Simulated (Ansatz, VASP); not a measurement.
## Au: VASP beside Ansatz

```
Au
1.0
    -1.65727    1.65727    1.65727
     1.65727   -1.65727    1.65727
     1.65727    1.65727   -1.65727
Au
1
Direct
  0.00000 0.00000 0.00000
```

Alike in both runs: task relaxation of cell and atoms; functional RPBE; dispersion D3(BJ); k mesh 11 × 11 × 11; occupations fermi-dirac, width 0.05 eV; no spin polarisation.

```csv
,VASP,Ansatz
version,VASP 6.6.1,Ansatz 0.2.0
potentials or method,"VASP PAW PBE potentials, release 64 (Au)",Ansatz PAW
plane-wave cutoff (eV),600,420
valence electrons in the cell,11,19
```

VASP gave:

```
gap on the k mesh at the Fermi level, each at its own relaxed structure (eV) : none
relaxed volume (Å³/atom)                                                     : 14.95
relaxed cell length with the largest relative difference (Å)                 : 2.688
```

Question: What did Ansatz give for the same quantities?

Answer: gap on the k mesh at the Fermi level, each at its own relaxed structure (eV): none; relaxed volume (Å³/atom): 14.97; relaxed cell length with the largest relative difference (Å): 2.689.

VASP's potentials were made for PBE, not for RPBE. A gap of «none» marks a metal or a gap that the smearing closes. VASP's potentials hold 11 valence electrons a cell and Ansatz's 19, so a difference there can come from the potentials and not from the codes.

Spin-orbit coupling is off throughout. Noted on VASP's run: the volume moved by over 15 % at a fixed basis, so the end points are rough. Noted on Ansatz's run: the volume moved by over 15 % at a fixed basis, so the end points are rough; the plane-wave basis is chosen anew once the cell has moved, so the energies of steps on either side of that aren't comparable.
